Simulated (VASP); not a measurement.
Here is a VASP 6.6.1 calculation.

Contents of INCAR:

```
SYSTEM = Ni
PREC = Accurate
ENCUT = 520
EDIFF = 1E-6
ISMEAR = -1
SIGMA = 0.05
LREAL = .False.
LASPH = .True.
NELM = 150
ALGO = Normal
ISIF = 2
LWAVE = .False.
LCHARG = .False.
ISPIN = 2
MAGMOM = 1
LORBIT = 11
LMAXMIX = 4
GGA = PE
NBANDS = 15
```

The input KPOINTS:

```
Automatic mesh
0
Gamma
  18 18 18
  0 0 0
```

Contents of POSCAR:

```
Ni
1.0
    0.0000000000      1.5468467906      1.5468467906
    1.5468467906      0.0000000000      1.5468467906
    1.5468467906      1.5468467906      0.0000000000
Ni
1
Direct
    0.0000000000      0.0000000000      0.0000000000
```

Potentials or basis: VASP PAW PBE potentials, release 64 (Ni).

Command:

```sh
$ cat potpaw_PBE.64/Ni/POTCAR > POTCAR
$ mpirun -np 1 vasp_std > vasp.out
```

(1) What does it give for the net moment?

(2) Predict the site moments.

(3) Predict the pressure.

Results:

(1) 0.54 μB per cell.

(2) Ni +0.52 μB.

(3) 193.3 GPa.

Caveat: the cell stands under pressure.
